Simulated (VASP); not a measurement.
ZrSe2, 3 atoms in the cell. Symmetry: P-3m1, No. 164, trigonal system. Conventional cell: a = 3.747 Å, b = 3.747 Å, c = 6.028 Å, α = 90.00°, β = 90.00°, γ = 120.00°. Zr (site symmetry -3m) has 6 Se at 2.69 Å within 3.5 Å. Se (site symmetry 3m) has 3 Zr at 2.69 Å and 3 Se at 3.57 Å within 3.6 Å. 

```yaml
Program: VASP 6.6.1
Task: single point
Functional: PBE
Dispersion: D3(BJ)
Potentials_or_basis: VASP PAW PBE potentials, release 64 (Zr_sv, Se)
Cutoff: 500 eV
k_mesh: 6 × 6 × 3
Occupations: gaussian, width 0.01 eV
Spin: no spin polarisation
Dipole_correction: no
Further_INCAR_settings: ALGO = Normal; EDIFF = 1e-06; NBANDS = 19
```

Potentials or basis: VASP PAW PBE potentials, release 64 (Zr_sv, Se).

Run with:

```console
$ cat potpaw_PBE.64/Zr_sv/POTCAR potpaw_PBE.64/Se/POTCAR > POTCAR
$ mpirun -np 1 vasp_std > vasp.out
```

Hardware: 1 thread of Intel Xeon 8259CL, on a shared host.

Q: Estimate the wall time of this run.

A: It took 45 s on 1 thread of Intel Xeon 8259CL, with other jobs on the host, peak memory 0.2 GiB. Counts: scf iterations 13, k points 17.
